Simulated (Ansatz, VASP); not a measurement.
Zr3Ag in VASP and in Ansatz

```
CELL_PARAMETERS angstrom
4.61166 0.00000 0.00000
0.00000 4.61166 0.00000
0.00000 0.00000 3.98600
ATOMIC_POSITIONS crystal
Zr 0.50000 0.50000 0.00000
Zr 0.00000 0.50000 0.50000
Zr 0.50000 0.00000 0.50000
Ag 0.00000 0.00000 0.00000
```

Change from the starting cell: equal xx and yy strain of +1 %, crystal datasets.

Alike in both runs: task electric field gradients; functional LDA; k mesh 7 × 7 × 8; occupations fermi-dirac, width 0.05 eV; no spin polarisation.

|  | VASP | Ansatz |
| --- | --- | --- |
| version | VASP 6.6.1 | Ansatz 0.2.0 |
| potentials or method | VASP PAW LDA potentials, release 64 (Zr_sv, Ag), cutoff 520 eV | all-electron PAW with datasets made for the crystal, scalar-relativistic |

Ansatz gave:

- pressure (GPa): -6.8
- traceless stress, the component that is largest in VASP (GPa): 1.43
- size of Vzz on the site where it differs most (V/Å²): 25.9

Problem. Which values does VASP return?

Solution. Pressure (GPa): -6.6; traceless stress, the component that is largest in VASP (GPa): 1.40; size of Vzz on the site where it differs most (V/Å²): 32.8.

LDA's correlation is that of Perdew and Zunger in VASP and of Perdew and Wang (1992) in Ansatz. Ansatz ran all-electron here, and VASP with PAW potentials.
